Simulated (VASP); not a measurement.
Runs of VASP 6.6.1 on HfO2. The structure is that of space group I4/mmm (No. 139), or close to it. The cells are those of the table. 

```tsv
cell	gap on the mesh (eV)	pressure (GPa)
a = 3.755, b = 3.617 Å, angles 61.2, 57.6, 61.2°, 3 atoms	(a)	(b)
a = 3.826, b = 3.617 Å, angles 61.8, 56.4, 61.8°, 3 atoms	2.64	-30.4
a = 3.861, b = 3.617 Å, angles 62.1, 55.9, 62.1°, 3 atoms	(d)	-32.4
a = 3.898, b = 3.617 Å, angles 62.4, 55.3, 62.4°, 3 atoms	2.02	(c)
a = 3.484, b = 3.617 Å, angles 58.7, 62.5, 58.7°, 3 atoms	3.38	9.2
a = 3.550, b = 3.617 Å, angles 59.4, 61.3, 59.4°, 3 atoms	3.92	-2.6
a = 3.357, b = 3.617 Å, angles 57.4, 65.2, 57.4°, 3 atoms	1.81	42.5
a = 3.419, b = 3.617 Å, angles 58.1, 63.9, 58.1°, 3 atoms	2.69	24.0
```

Alike in all rows: task single point; level r2SCAN; potentials or basis VASP PAW PBE potentials, release 64 (Hf_pv, O); no spin polarisation; k mesh 8 × 8 × 8; cutoff (eV) 520; smearing gaussian 0.05 eV.

**Question.** Fill in the values left out.

**Answer.** (a) 3.26; (b) -25.6; (c) -34.1; (d) 2.33.

Caveats: the PAW data sets were made with another functional, which shifts forces and pressure a little; spin-orbit coupling is left out, which moves the levels of the heavy elements.

A k mesh can miss the band edges, and the runs leave out spin-orbit coupling on Hf.
